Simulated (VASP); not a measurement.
# SrCl2 (P-3m1) in VASP: single point with HSE06

Aim: the single point of SrCl2 with HSE06.

Everything below comes from runs of VASP 6.6.1. Logs are shortened: lines on timing, memory, paths and dates and some standing lists are left out, and cuts for length are marked.

## (1) The cell of the first run

Symmetry: P-3m1, No. 164, trigonal system. The conventional cell has a = 4.539 Å, b = 4.539 Å, c = 5.764 Å, α = 90.00°, β = 90.00°, γ = 120.00°. Sr (site symmetry -3m) has 6 Cl at 2.94 Å within 3.9 Å. Within 3.9 Å of Cl (site symmetry 3m) lie 3 Sr at 2.94 Å and 3 Cl at 3.74 Å.

## (2) Single point, HSE06 (strain +3.0%)

POSCAR reads:

```
SrCl2
1.0
    4.5394663916      0.0000000000      0.0000000000
   -2.2697331958      3.9312932148      0.0000000000
    0.0000000000      0.0000000000      5.7639468696
Sr Cl
1 2
Direct
    0.0000000000      0.0000000000      0.0000000000
    0.3333333333      0.6666666667      0.2310284630
    0.6666666667      0.3333333333      0.7689715370
```

INCAR.step1 reads:

```
SYSTEM = SrCl2
  PREC = Accurate
  ENCUT = 400
  EDIFF = 1E-5
  ISMEAR = 0
  SIGMA = 0.01
  LREAL = .FALSE.
  LASPH = .TRUE.
  NELM = 120
  ALGO = Normal
  ISIF = 2
  LWAVE = .TRUE.
  LCHARG = .FALSE.
  NBANDS = 19
  GGA = PE
  GGA_COMPAT = .FALSE.
  KPAR = 4
```

INCAR.step2 reads:

```
SYSTEM = SrCl2
  PREC = Accurate
  ENCUT = 400
  EDIFF = 1E-6
  ISMEAR = 0
  SIGMA = 0.01
  LREAL = .FALSE.
  LASPH = .TRUE.
  NELM = 120
  ALGO = Normal
  ISIF = 2
  LWAVE = .FALSE.
  LCHARG = .FALSE.
  GGA = PE
  LHFCALC = .TRUE.
  HFSCREEN = 0.2079
  PRECFOCK = Normal
  NBANDS = 19
  ISTART = 1
  GGA_COMPAT = .FALSE.
  KPAR = 4
```

KPOINTS reads:

```
regular mesh
0
G
  6 6 4
  0 0 0
```

Potentials or basis: VASP PAW PBE potentials, release 64 (Sr_sv, Cl).

The run is started by

```console
cat potpaw_PBE.64/Sr_sv/POTCAR potpaw_PBE.64/Cl/POTCAR > POTCAR
cp INCAR.step1 INCAR
mpirun -np 4 vasp_std > vasp.out
cp INCAR.step2 INCAR
mpirun -np 4 vasp_std > vasp.out
```

OUTCAR:

```text
SYSTEM = SrCl2
   PREC = Accurate
   ENCUT = 400
   EDIFF = 1E-6
   ISMEAR = 0
   LREAL = .FALSE.
   LASPH = .TRUE.
   NELM = 120
   ISIF = 2
   GGA = PE
   LHFCALC = .TRUE.
   HFSCREEN = 0.2079
   PRECFOCK = Normal
   ISTART = 1

 ion  position               nearest neighbor table
   1  0.000  0.000  0.000-   2 2.94   3 2.94   3 2.94   2 2.94   3 2.94   2 2.94
   2  0.333  0.667  0.231-   1 2.94   1 2.94   1 2.94
   3  0.667  0.333  0.769-   1 2.94   1 2.94   1 2.94

  LATTYP: Found a hexagonal cell.
 ALAT       =     4.5394663916
 C/A-ratio  =     1.2697410604

  Lattice vectors:

 A1 = (   4.5394663916,   0.0000000000,   0.0000000000)
 A2 = (  -2.2697331958,   3.9312932148,   0.0000000000)
 A3 = (   0.0000000000,   0.0000000000,   5.7639468696)

Analysis of symmetry for initial positions (statically):
=====================================================================
 Subroutine PRICEL returns:
 Original cell was already a primitive cell.

 Routine SETGRP: Setting up the symmetry group for a
 hexagonal supercell.

 Subroutine GETGRP returns: Found 12 space group operations
 (whereof 12 operations were pure point group operations)
 out of a pool of 24 trial point group operations.

The static configuration has the point symmetry D_3d.

Analysis of symmetry for dynamics (positions and initial velocities):
=====================================================================
 Subroutine PRICEL returns:
 Original cell was already a primitive cell.

 Routine SETGRP: Setting up the symmetry group for a
 hexagonal supercell.

 Subroutine GETGRP returns: Found 12 space group operations
 (whereof 12 operations were pure point group operations)
 out of a pool of 24 trial point group operations.

The dynamic configuration has the point symmetry D_3d.

 Subroutine INISYM returns: Found 12 space group operations
 (whereof 12 operations are pure point group operations),
 and found     1 'primitive' translations

----------------------------------------------------------------------------------------

                                     Primitive cell

  volume of cell :     102.8632

  direct lattice vectors                    reciprocal lattice vectors
     4.539466392  0.000000000  0.000000000     0.220290209  0.127184611  0.000000000
    -2.269733196  3.931293215  0.000000000     0.000000000  0.254369223  0.000000000
     0.000000000  0.000000000  5.763946870     0.000000000  0.000000000  0.173492231

  length of vectors
     4.539466392  4.539466392  5.763946870     0.254369223  0.254369223  0.173492231

  position of ions in fractional coordinates (direct lattice)
     0.000000000  0.000000000  0.000000000
     0.333333333  0.666666667  0.231028463
     0.666666667  0.333333333  0.768971537

  ion indices of the primitive-cell ions
   primitive index   ion index
                 1           1
                 2           2
                 3           3

----------------------------------------------------------------------------------------

 KPOINTS: regular mesh

Automatic generation of k-mesh.
 Grid dimensions read from file:
 generate k-points for:    6    6    4

 Generating k-lattice:

  Cartesian coordinates                     Fractional coordinates (reciprocal lattice)
     0.036715035  0.021197435  0.000000000     0.166666667 -0.000000000  0.000000000
     0.000000000  0.042394870  0.000000000     0.000000000  0.166666667  0.000000000
     0.000000000  0.000000000  0.043373058     0.000000000  0.000000000  0.250000000

  Length of vectors
     0.042394870  0.042394870  0.043373058

  Shift w.r.t. Gamma in fractional coordinates (k-lattice)
     0.000000000  0.000000000  0.000000000

 Subroutine IBZKPT returns following result:
 ===========================================

 Found     24 irreducible k-points:

 Following reciprocal coordinates:
            Coordinates               Weight
  0.000000  0.000000  0.000000      1.000000
  0.166667  0.000000  0.000000      6.000000
  0.333333 -0.000000  0.000000      6.000000
  0.500000  0.000000  0.000000      3.000000
  0.166667  0.166667  0.000000      6.000000
  0.333333  0.166667  0.000000     12.000000
[... 16 lines left out ...]
  0.333333  0.166667  0.500000     12.000000
  0.333333  0.333333  0.500000      2.000000
   k-points           NKPTS =     24   k-points in BZ     NKDIM =    144   number of bands    NBANDS=     19
   number of dos      NEDOS =    301   number of ions     NIONS =      3
   total plane-waves  NPLWV =  36000
   dimension x,y,z NGX =    30 NGY =   30 NGZ =   40
   dimension x,y,z NGXF=    60 NGYF=   60 NGZF=   80
   ions per type =               1   2
   NGX,Y,Z   is equivalent  to a cutoff of  10.99, 10.99, 11.54 a.u.
   NGXF,Y,Z  is equivalent  to a cutoff of  21.97, 21.97, 23.07 a.u.
 SYSTEM =  SrCl2
   PREC   = accura    normal or accurate (medium, high low for compatibility)
   ISTART =      1    job   : 0-new  1-cont  2-samecut
   ICHARG =      0    charge: 1-file 2-atom 10-const
   ISPIN  =      1    spin polarized calculation?
   LNONCOLLINEAR =      F non collinear calculations
   LSORBIT =      F    spin-orbit coupling
   LASPH  =      T    aspherical Exc in radial PAW
   ENCUT  =  400.0 eV  29.40 Ry    5.42 a.u.   7.40  7.40  9.40*2*pi/ulx,y,z
   NELM   =    120;   NELMIN=  2; NELMDL=  0     # of ELM steps
   EDIFF  = 0.1E-05   stopping-criterion for ELM
   LREAL  =      F    real-space projection
   EDIFFG = 0.1E-04   stopping-criterion for IOM
   NSW    =      0    number of steps for IOM
   IBRION =     -1    ionic relax: 0-MD 1-quasi-New 2-CG
   NFREE  =      0    steps in history (QN), initial steepest desc. (CG)
   ISIF   =      2    stress and relaxation
   ISYM   =      3    0-nonsym 1-usesym 2-fastsym
   POTIM  = 0.5000    time-step for ionic-motion
   TEBEG  =    0.0;   TEEND  =   0.0 temperature during run
   PSTRESS=    0.0 pullay stress
   NELECT =      24.0000    total number of electrons
   NUPDOWN=      -1.0000    fix difference up-down
   EMIN   =  10.00;   EMAX   =-10.00  energy-range for DOS
   EFERMI =   0.00;   METHOD = LEGACY
   ISMEAR =     0;   SIGMA  =   0.01  broadening in eV -4-tet -1-fermi 0-gaus
   EFERMI_NEDOS =   21; number of points for ismear=-14 and -15
   IALGO  =     38    algorithm
   IMIX   =      1    mixing-type and parameters
     AMIX     =   0.40;   BMIX     =  1.00
     AMIX_MAG =   1.60;   BMIX_MAG =  1.00
  volume/ion in A,a.u.               =      34.29       231.39
  Fermi-wavevector in a.u.,A,eV,Ry     =   1.007841  1.904543 13.820018  1.015743
  Thomas-Fermi vector in A             =   2.140670
   LORBIT       =      0    0 simple, 1 ext, 2 COOP (PROOUT), +10 PAW based schemes
   GGA     = PE    functional components
   LHFCALC =     T    Hartree Fock is set to
   PRECFOCK=normal    Normal, Fast or Accurate (Low or Medium for compatibility)
   ENCUT4O =  -1.0   cutoff for four orbital integrals eV
   NKREDX  =     1    reduce k-point grid by
   NKREDY  =     1    reduce k-point grid by
   NKREDZ  =     1    reduce k-point grid by
   AEXX    =    0.2500 exact exchange contribution
   HFSCREEN=    0.2079 screening length (either q_TF or 0.3 A-1)
   HFSCREENC=   0.2079 screening length for correlation (either q_TF or 0.3 A-1)
   ENCUTFOCK=  -1.0 apply spherical cutoff to Coloumb kernel
   IVDW    =     0    specifies the selected vdW correction
   LEPSILON=     F    determine dielectric tensor
   LRPA    =     F    only Hartree local field effects (RPA)
 non-spin polarized calculation
 Gauss-broadening in eV      SIGMA  =   0.01
  energy-cutoff  :      400.00
  volume of cell :      102.86
 maximum number of plane-waves:      1902
 NGX is ok and might be reduce to    30
  NGX = 24; NGY = 24; NGZ = 30

 number of electron      23.9999999 magnetization

 Free energy of the ion-electron system (eV)
  ---------------------------------------------------
  ext. energy  EPLUGINS =         0.00000000
  ---------------------------------------------------
  free energy    TOTEN  =       -14.61619599 eV

  energy without entropy =      -14.61619599  energy(sigma->0) =      -14.61619599

 E-fermi :  -2.1430     XC(G=0):  -6.1956

 val. band max:       -2.2455211904   @ k =   0.0000   0.0000   0.0000
 cond. band min:       4.0332882858   @ k =   0.0000   0.0000   0.0000
 fundamental gap:      6.2788094762
 Fermi energy:        -2.1429624563

 k-point     1 :       0.0000    0.0000    0.0000
  band No.  band energies     occupation
      1     -37.0808      2.00000
      2     -18.0618      2.00000
      3     -17.7667      2.00000
      4     -17.7667      2.00000
      5     -16.2063      2.00000
      6     -15.5358      2.00000
[... 11 lines left out ...]
     18       7.7621      0.00000
     19       7.7621      0.00000

 k-point     2 :       0.1667    0.0000    0.0000
  band No.  band energies     occupation
      1     -37.0791      2.00000
      2     -18.0259      2.00000
      3     -17.9065      2.00000
      4     -17.7759      2.00000
      5     -16.0252      2.00000
      6     -15.6105      2.00000
[... 11 lines left out ...]
     18       7.7681      0.00000
     19       8.3941      0.00000

 k-point     3 :       0.3333   -0.0000    0.0000
  band No.  band energies     occupation
      1     -37.0757      2.00000
      2     -18.1490      2.00000
      3     -17.9189      2.00000
      4     -17.7942      2.00000
      5     -15.8743      2.00000
      6     -15.6157      2.00000
[... 11 lines left out ...]
     18       8.0152      0.00000
     19       8.8242      0.00000

 k-point     4 :       0.5000    0.0000    0.0000
  band No.  band energies     occupation
      1     -37.0740      2.00000
      2     -18.2421      2.00000
      3     -17.8692      2.00000
      4     -17.8033      2.00000
      5     -15.9405      2.00000
      6     -15.4984      2.00000
[... 11 lines left out ...]
     18       8.2704      0.00000
     19       8.6906      0.00000

 k-point     5 :       0.1667    0.1667    0.0000
  band No.  band energies     occupation
      1     -37.0765      2.00000
      2     -18.0600      2.00000
      3     -17.9716      2.00000
      4     -17.8065      2.00000
      5     -15.8020      2.00000
      6     -15.7105      2.00000
[... 11 lines left out ...]
     18       8.0990      0.00000
     19       9.2801      0.00000

 k-point     6 :       0.3333    0.1667    0.0000
  band No.  band energies     occupation
      1     -37.0740      2.00000
      2     -18.1745      2.00000
      3     -17.9131      2.00000
      4     -17.8544      2.00000
      5     -15.8251      2.00000
      6     -15.5859      2.00000
[... 11 lines left out ...]
     18       8.5747      0.00000
     19       8.9203      0.00000

 k-point     7 :       0.3333    0.3333    0.0000
  band No.  band energies     occupation
      1     -37.0731      2.00000
      2     -18.0645      2.00000
      3     -18.0645      2.00000
      4     -17.8653      2.00000
      5     -15.6791      2.00000
      6     -15.6791      2.00000
[... 11 lines left out ...]
     18       8.6795      0.00000
     19       9.9471      0.00000

 k-point     8 :       0.0000    0.0000    0.2500
  band No.  band energies     occupation
      1     -37.0808      2.00000
      2     -18.0695      2.00000
      3     -17.7666      2.00000
      4     -17.7666      2.00000
      5     -16.1608      2.00000
      6     -15.5777      2.00000
[... 256 lines left out ...]
 k-point    20 :       0.3333   -0.0000    0.5000
  band No.  band energies     occupation
      1     -37.0757      2.00000
      2     -18.1435      2.00000
      3     -17.9241      2.00000
      4     -17.7938      2.00000
      5     -15.8957      2.00000
      6     -15.5946      2.00000
[... 11 lines left out ...]
     18       8.0244      0.00000
     19       8.2631      0.00000

 k-point    21 :       0.5000    0.0000    0.5000
  band No.  band energies     occupation
      1     -37.0739      2.00000
      2     -18.2362      2.00000
      3     -17.8719      2.00000
      4     -17.8029      2.00000
      5     -15.9719      2.00000
      6     -15.4699      2.00000
[... 11 lines left out ...]
     18       8.1661      0.00000
     19       8.6030      0.00000

 k-point    22 :       0.1667    0.1667    0.5000
  band No.  band energies     occupation
      1     -37.0765      2.00000
      2     -18.0532      2.00000
      3     -17.9798      2.00000
      4     -17.8061      2.00000
      5     -15.7720      2.00000
      6     -15.7401      2.00000
[... 11 lines left out ...]
     18       7.9392      0.00000
     19       8.5035      0.00000

 k-point    23 :       0.3333    0.1667    0.5000
  band No.  band energies     occupation
      1     -37.0739      2.00000
      2     -18.1691      2.00000
      3     -17.9149      2.00000
      4     -17.8552      2.00000
      5     -15.8527      2.00000
      6     -15.5623      2.00000
[... 11 lines left out ...]
     18       8.1394      0.00000
     19       8.5419      0.00000

 k-point    24 :       0.3333    0.3333    0.5000
  band No.  band energies     occupation
      1     -37.0731      2.00000
      2     -18.0616      2.00000
      3     -18.0616      2.00000
      4     -17.8681      2.00000
      5     -15.6825      2.00000
      6     -15.6825      2.00000
[... 11 lines left out ...]
     18       7.8071      0.00000
     19       8.9622      0.00000

------------------------ aborting loop because EDIFF is reached ----------------------------------------

  FORCE on cell =-STRESS in cart. coord.  units (eV):
  Direction    XX          YY          ZZ          XY          YZ          ZX
  --------------------------------------------------------------------------------------
  -------------------------------------------------------------------------------------
  Total       -0.5938920     -0.5938920      0.1450877      0.0000000      0.0000000      0.0000000
  in kB       -9.2503435     -9.2503435      2.2598575      0.0000000      0.0000000      0.0000000
  external PRESSURE =      -5.4136098 kB  Pullay stress =       0.0000000 kB

 VOLUME and BASIS-vectors are now :
 -----------------------------------------------------------------------------
  energy-cutoff  :      400.00
  volume of cell :      102.86
      direct lattice vectors                 reciprocal lattice vectors
     4.539466392  0.000000000  0.000000000     0.220290209  0.127184611  0.000000000
    -2.269733196  3.931293215  0.000000000     0.000000000  0.254369223  0.000000000
     0.000000000  0.000000000  5.763946870     0.000000000  0.000000000  0.173492231

 POSITION                                       TOTAL-FORCE (eV/Angst)
 -----------------------------------------------------------------------------------
      0.00000      0.00000      0.00000         0.000000      0.000000      0.000000
     -0.00000      2.62086      1.33164         0.000000      0.000000     -0.022611
      2.26973      1.31043      4.43231        -0.000000     -0.000000      0.022611
 -----------------------------------------------------------------------------------
    total drift:                               -0.000000     -0.000000     -0.000001

  FREE ENERGIE OF THE ION-ELECTRON SYSTEM (eV)
  ---------------------------------------------------
  free  energy   TOTEN  =       -14.6161959938 eV

  energy  without entropy=      -14.6161959938  energy(sigma->0) =      -14.61619599
```

Run time: 18 min. Hardware: 4 MPI ranks of AMD EPYC 9R14 (Zen 4), shared host; peak memory 0.29 GiB.

Results:

```
Free energy            : -14.6162 eV
Pressure               : -0.5 GPa
Largest force          : 0.023 eV/Å
Band gap on the k mesh : 6.28 eV, direct
```

Forces in eV/Å, atoms in the order of the input:
```
Sr   0.000  0.000  0.000
Cl   0.000  0.000 -0.023
Cl   0.000  0.000  0.023
```

Stress tensor (GPa, compression positive):
```
-0.93  0.00  0.00
 0.00 -0.93  0.00
 0.00  0.00  0.23
```

Caveat: the cell differs from its parent crystal (strain +3.0%); the PAW data sets were made with another functional, which shifts forces and pressure a little.
